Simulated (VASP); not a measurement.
# Al (Im-3m) in VASP: a series of runs

Runs on Al. Level: r2SCAN. Tasks: single point.

All numbers are computed with VASP 6.6.1; they aren't measurements. Logs are shortened: lines on timing, memory, paths and dates and some standing lists are left out, and cuts for length are marked.

## (1) The cell of the first run

Symmetry: Im-3m, No. 229, cubic system. The conventional cell has a = 3.191 Å, b = 3.191 Å, c = 3.191 Å, α = 90.00°, β = 90.00°, γ = 90.00°. Al (site symmetry m-3m) has 14 Al at 2.76 to 3.19 Å within 3.6 Å.

## (2) Single point, r2SCAN

The input, POSCAR:

```
Al
1.0
   -1.5953822109      1.5953822109      1.5953822109
    1.5953822109     -1.5953822109      1.5953822109
    1.5953822109      1.5953822109     -1.5953822109
Al
1
Direct
    0.0000000000      0.0000000000      0.0000000000
```

The input, INCAR.step1:

```
ALGO = Normal ; EDIFF = 1E-4
ENCUT = 520 ; GGA = PE
ISMEAR = -1 ; LASPH = True
LCHARG = False ; LREAL = False
LWAVE = True ; NBANDS = 8
NELM = 60 ; PREC = Accurate
SIGMA = 0.1
```

The input, INCAR.step2:

```
ALGO = Normal ; EDIFF = 1E-7
ENCUT = 520 ; ISIF = 2
ISMEAR = -1 ; ISTART = 1
LASPH = True ; LCHARG = False
LMIXTAU = True ; LREAL = False
LWAVE = False ; METAGGA = R2SCAN
NBANDS = 8 ; NELM = 60
PREC = Accurate ; SIGMA = 0.1
```

The input, KPOINTS:

```
k-points
0
Gamma
  14 14 14
```

Potentials or basis: VASP PAW PBE potentials, release 64 (Al).

Launch:

```
$ cat potpaw_PBE.64/Al/POTCAR > POTCAR
$ cp INCAR.step1 INCAR
$ mpirun -np 1 vasp_std > vasp.out
$ cp INCAR.step2 INCAR
$ mpirun -np 1 vasp_std > vasp.out
```

OUTCAR:

```text
EDIFF = 1E-7
   ENCUT = 520
   ISIF = 2
   ISMEAR = -1
   ISTART = 1
   LASPH = True
   LREAL = False
   METAGGA = R2SCAN
   NELM = 60
   PREC = Accurate

 ion  position               nearest neighbor table
   1  0.000  0.000  0.000-

  LATTYP: Found a body centered cubic cell.
 ALAT       =     3.1907644218

  Lattice vectors:

 A1 = (  -1.5953822109,   1.5953822109,   1.5953822109)
 A2 = (   1.5953822109,  -1.5953822109,   1.5953822109)
 A3 = (   1.5953822109,   1.5953822109,  -1.5953822109)

Analysis of symmetry for initial positions (statically):
=====================================================================
 Subroutine PRICEL returns:
 Original cell was already a primitive cell.

 Routine SETGRP: Setting up the symmetry group for a
 body centered cubic supercell.

 Subroutine GETGRP returns: Found 48 space group operations
 (whereof 48 operations were pure point group operations)
 out of a pool of 48 trial point group operations.

The static configuration has the point symmetry O_h .

Analysis of symmetry for dynamics (positions and initial velocities):
=====================================================================
 Subroutine PRICEL returns:
 Original cell was already a primitive cell.

 Routine SETGRP: Setting up the symmetry group for a
 body centered cubic supercell.

 Subroutine GETGRP returns: Found 48 space group operations
 (whereof 48 operations were pure point group operations)
 out of a pool of 48 trial point group operations.

The dynamic configuration has the point symmetry O_h .

 Subroutine INISYM returns: Found 48 space group operations
 (whereof 48 operations are pure point group operations),
 and found     1 'primitive' translations

----------------------------------------------------------------------------------------

                                     Primitive cell

  volume of cell :      16.2426

  direct lattice vectors                    reciprocal lattice vectors
    -1.595382211  1.595382211  1.595382211     0.000000000  0.313404522  0.313404522
     1.595382211 -1.595382211  1.595382211     0.313404522  0.000000000  0.313404522
     1.595382211  1.595382211 -1.595382211     0.313404522  0.313404522  0.000000000

  length of vectors
     2.763283047  2.763283047  2.763283047     0.443220926  0.443220926  0.443220926

  position of ions in fractional coordinates (direct lattice)
     0.000000000  0.000000000  0.000000000

  ion indices of the primitive-cell ions
[... 70 lines left out ...]
   LSORBIT =      F    spin-orbit coupling
   LASPH  =      T    aspherical Exc in radial PAW
   ENCUT  =  520.0 eV  38.22 Ry    6.18 a.u.   5.14  5.14  5.14*2*pi/ulx,y,z
   NELM   =     60;   NELMIN=  2; NELMDL=  0     # of ELM steps
   EDIFF  = 0.1E-06   stopping-criterion for ELM
   LREAL  =      F    real-space projection
   EDIFFG = 0.1E-05   stopping-criterion for IOM
   NSW    =      0    number of steps for IOM
   IBRION =     -1    ionic relax: 0-MD 1-quasi-New 2-CG
   NFREE  =      0    steps in history (QN), initial steepest desc. (CG)
   ISIF   =      2    stress and relaxation
   ISYM   =      2    0-nonsym 1-usesym 2-fastsym
   POTIM  = 0.5000    time-step for ionic-motion
   TEBEG  =    0.0;   TEEND  =   0.0 temperature during run
   PSTRESS=    0.0 pullay stress
   NELECT =       3.0000    total number of electrons
   NUPDOWN=      -1.0000    fix difference up-down
   EMIN   =  10.00;   EMAX   =-10.00  energy-range for DOS
   EFERMI =   0.00;   METHOD = LEGACY
   ISMEAR =    -1;   SIGMA  =   0.10  broadening in eV -4-tet -1-fermi 0-gaus
   EFERMI_NEDOS =   21; number of points for ismear=-14 and -15
   IALGO  =     38    algorithm
   IMIX   =      4    mixing-type and parameters
     AMIX     =   0.40;   BMIX     =  1.00
     AMIX_MAG =   1.60;   BMIX_MAG =  1.00
  volume/ion in A,a.u.               =      16.24       109.61
  Fermi-wavevector in a.u.,A,eV,Ry     =   0.932318  1.761825 11.826401  0.869216
  Thomas-Fermi vector in A             =   2.058903
   LORBIT       =      0    0 simple, 1 ext, 2 COOP (PROOUT), +10 PAW based schemes
   METAGGA = R2SCAN    functional components
   LHFCALC =     F    Hartree Fock is set to
   AEXX    =    0.0000 exact exchange contribution
   IVDW    =     0    specifies the selected vdW correction
   LEPSILON=     F    determine dielectric tensor
   LRPA    =     F    only Hartree local field effects (RPA)
 non-spin polarized calculation
  energy-cutoff  :      520.00
  volume of cell :       16.24
 maximum number of plane-waves:       466
 NGX is ok and might be reduce to    24
   NGX = 11   NGY = 11   NGZ = 11

 number of electron       3.0000000 magnetization

 Free energy of the ion-electron system (eV)
  ---------------------------------------------------
  ext. energy  EPLUGINS =         0.00000000
  ---------------------------------------------------
  free energy    TOTEN  =        -6.63333361 eV

  energy without entropy =       -6.62058893  energy(sigma->0) =       -6.62696127

 E-fermi :   8.1928     XC(G=0): -10.9811

 val. band max:        8.1250726133   @ k =   0.2857   0.2143   0.2143
 cond. band min:       8.2130533940   @ k =   0.2857   0.2143  -0.0000
 fundamental gap:      0.0879807807
 Fermi energy:         8.1928180892

 k-point     1 :       0.0000    0.0000    0.0000
  band No.  band energies     occupation
      1      -3.7758      2.00000
      2      22.3311      0.00000
      3      22.3311      0.00000
      4      22.3311      0.00000
      5      24.3590      0.00000
      6      24.3591      0.00000
      7      24.3591      0.00000
      8      25.5861      0.00000
[... 243 lines left out ...]
 k-point    24 :       0.3571    0.2857   -0.0000
  band No.  band energies     occupation
      1       5.1844      2.00000
      2       5.8432      2.00000
      3       7.9261      1.87017
      4      15.9724      0.00000
      5      24.0700      0.00000
      6      25.7591      0.00000
      7      26.1564      0.00000
      8      32.1091      0.00000

 [... further k-points ...]
[... 5 lines left out ...]
  --------------------------------------------------------------------------------------
  -------------------------------------------------------------------------------------
  Total       -0.0318949     -0.0318949     -0.0318949      0.0000000      0.0000000      0.0000000
  in kB       -3.1461338     -3.1461338     -3.1461338      0.0000000      0.0000000      0.0000000
  external PRESSURE =      -3.1461338 kB  Pullay stress =       0.0000000 kB

 VOLUME and BASIS-vectors are now :
 -----------------------------------------------------------------------------
  energy-cutoff  :      520.00
  volume of cell :       16.24
      direct lattice vectors                 reciprocal lattice vectors
    -1.595382211  1.595382211  1.595382211     0.000000000  0.313404522  0.313404522
     1.595382211 -1.595382211  1.595382211     0.313404522  0.000000000  0.313404522
     1.595382211  1.595382211 -1.595382211     0.313404522  0.313404522  0.000000000

 POSITION                                       TOTAL-FORCE (eV/Angst)
 -----------------------------------------------------------------------------------
      0.00000      0.00000      0.00000         0.000000      0.000000     -0.000000
 -----------------------------------------------------------------------------------
    total drift:                                0.000000      0.000000      0.000000

  FREE ENERGIE OF THE ION-ELECTRON SYSTEM (eV)
  ---------------------------------------------------
  free  energy   TOTEN  =        -6.6333336084 eV

  energy  without entropy=       -6.6205889344  energy(sigma->0) =       -6.62696127
```

OSZICAR.step1:

```text
N       E                     dE             d eps       ncg     rms          rms(c)
DAV:   1    -0.237182118947E+01   -0.23718E+01   -0.87134E+02  1664   0.206E+02
DAV:   2    -0.367117733373E+01   -0.12994E+01   -0.12857E+01  2288   0.181E+01
DAV:   3    -0.367897077807E+01   -0.77934E-02   -0.77913E-02  2056   0.151E+00
DAV:   4    -0.367898764814E+01   -0.16870E-04   -0.16871E-04  2456   0.686E-02
DAV:   5    -0.367898769931E+01   -0.51169E-07   -0.50775E-07  2040   0.262E-03    0.127E+00
DAV:   6    -0.366446194728E+01    0.14526E-01   -0.18896E-03  1888   0.197E-01    0.732E-01
DAV:   7    -0.365435832462E+01    0.10104E-01   -0.56283E-03  1864   0.318E-01    0.142E-01
DAV:   8    -0.365435217558E+01    0.61490E-05   -0.19867E-05  2008   0.307E-02
   1 F= -.36543522E+01 E0= -.36479443E+01  d E =-.128158E-01
```

Wall time 32 s (1 thread of Intel Xeon Platinum 8259CL at 2.50GHz (Skylake/Cascade Lake), shared host); peak memory 0.14 GiB.

What came out:

- Free energy: -6.6333 eV
- Pressure: -0.3 GPa

Caveat: the PAW data sets were made with another functional, which shifts forces and pressure a little.

## (3) Single point, r2SCAN (volume scaled by 0.88)

The input, POSCAR:

```
Al
1.0
   -1.5288292010      1.5288292010      1.5288292010
    1.5288292010     -1.5288292010      1.5288292010
    1.5288292010      1.5288292010     -1.5288292010
Al
1
Direct
    0.0000000000      0.0000000000      0.0000000000
```

The input, INCAR.step1:

```
SYSTEM = Al
PREC = Accurate
ENCUT = 520
ISMEAR = -1
SIGMA = 0.1
LREAL = .False.
LASPH = .True.
NELM = 80
NBANDS = 8
GGA = PE
ALGO = Normal
EDIFF = 1E-4
LWAVE = .True.
LCHARG = .False.
```

The input, INCAR.step2:

```
SYSTEM = Al
PREC = Accurate
ENCUT = 520
EDIFF = 1E-6
ISMEAR = -1
SIGMA = 0.1
LREAL = .False.
LASPH = .True.
NELM = 80
ALGO = Normal
ISIF = 2
LWAVE = .False.
LCHARG = .False.
METAGGA = R2SCAN
LMIXTAU = .True.
NBANDS = 8
ISTART = 1
```

The input, KPOINTS:

```
regular mesh
0
Gamma
  16 16 16
  0 0 0
```

Potentials or basis: VASP PAW PBE potentials, release 64 (Al).

Launch:

```
$ cat potpaw_PBE.64/Al/POTCAR > POTCAR
$ cp INCAR.step1 INCAR
$ mpirun -np 1 vasp_std > vasp.out
$ cp INCAR.step2 INCAR
$ mpirun -np 1 vasp_std > vasp.out
```

OUTCAR:

```text
SYSTEM = Al
   PREC = Accurate
   ENCUT = 520
   EDIFF = 1E-6
   ISMEAR = -1
   LREAL = .False.
   LASPH = .True.
   NELM = 80
   ISIF = 2
   METAGGA = R2SCAN
   ISTART = 1

 ion  position               nearest neighbor table
   1  0.000  0.000  0.000-

  LATTYP: Found a body centered cubic cell.
 ALAT       =     3.0576584020

  Lattice vectors:

 A1 = (  -1.5288292010,   1.5288292010,   1.5288292010)
 A2 = (   1.5288292010,  -1.5288292010,   1.5288292010)
 A3 = (   1.5288292010,   1.5288292010,  -1.5288292010)
[... 433 lines left out ...]
  band No.  band energies     occupation
      1       1.4543      2.00000
      2      11.2167      0.00000
      3      13.5275      0.00000
      4      19.2603      0.00000
      5      24.9530      0.00000
      6      27.0237      0.00000
      7      30.7686      0.00000
      8      33.2464      0.00000

 [... further k-points ...]
[... 5 lines left out ...]
  --------------------------------------------------------------------------------------
  -------------------------------------------------------------------------------------
  Total        1.1614342      1.1614342      1.1614342      0.0000000      0.0000000     -0.0000000
  in kB      130.1872024    130.1872024    130.1872024      0.0000000      0.0000000     -0.0000000
  external PRESSURE =     130.1872024 kB  Pullay stress =       0.0000000 kB

 VOLUME and BASIS-vectors are now :
 -----------------------------------------------------------------------------
  energy-cutoff  :      520.00
  volume of cell :       14.29
      direct lattice vectors                 reciprocal lattice vectors
    -1.528829201  1.528829201  1.528829201     0.000000000  0.327047652  0.327047652
     1.528829201 -1.528829201  1.528829201     0.327047652  0.000000000  0.327047652
     1.528829201  1.528829201 -1.528829201     0.327047652  0.327047652  0.000000000

 POSITION                                       TOTAL-FORCE (eV/Angst)
 -----------------------------------------------------------------------------------
      0.00000      0.00000      0.00000        -0.000000      0.000000     -0.000000
 -----------------------------------------------------------------------------------
    total drift:                                0.000000     -0.000000     -0.000000

  FREE ENERGIE OF THE ION-ELECTRON SYSTEM (eV)
  ---------------------------------------------------
  free  energy   TOTEN  =        -6.5616701205 eV

  energy  without entropy=       -6.5482290523  energy(sigma->0) =       -6.55494959
```

OSZICAR.step1:

```text
N       E                     dE             d eps       ncg     rms          rms(c)
DAV:   1    -0.196099842509E+01   -0.19610E+01   -0.90913E+02  2336   0.208E+02
DAV:   2    -0.356008228614E+01   -0.15991E+01   -0.15136E+01  3288   0.201E+01
DAV:   3    -0.356615845694E+01   -0.60762E-02   -0.60691E-02  2792   0.141E+00
DAV:   4    -0.356617777676E+01   -0.19320E-04   -0.19320E-04  3488   0.681E-02
DAV:   5    -0.356617783028E+01   -0.53519E-07   -0.54314E-07  2816   0.234E-03    0.154E+00
DAV:   6    -0.354845143767E+01    0.17726E-01   -0.14856E-03  2584   0.175E-01    0.884E-01
DAV:   7    -0.353619342500E+01    0.12258E-01   -0.46073E-03  2648   0.287E-01    0.173E-01
DAV:   8    -0.353618757452E+01    0.58505E-05   -0.19369E-05  2784   0.305E-02
   1 F= -.35361876E+01 E0= -.35288050E+01  d E =-.147651E-01
```

Run time: 38 s. Hardware: 1 thread of Intel Xeon Platinum 8259CL at 2.50GHz (Skylake/Cascade Lake), shared host; peak memory 0.12 GiB.

Results:

```
Free energy : -6.5617 eV
Pressure    : 13.0 GPa
```

Levels at points of the mesh, in eV from the Fermi level:
| k point | band 1 | band 2 | band 3 | band 4 | band 5 | band 6 |
| --- | --- | --- | --- | --- | --- | --- |
| (0.00, 0.00, 0.00) | -12.91 | 14.96 | 14.96 | 14.96 | 18.31 | 18.31 |
| (0.50, 0.00, 0.00) | -5.28 | -4.19 | 9.03 | 10.06 | 11.71 | 13.62 |
| (0.50, 0.50, 0.50) | 2.30 | 2.30 | 2.30 | 2.71 | 2.71 | 8.45 |

Caveat: the PAW data sets were made with another functional, which shifts forces and pressure a little.
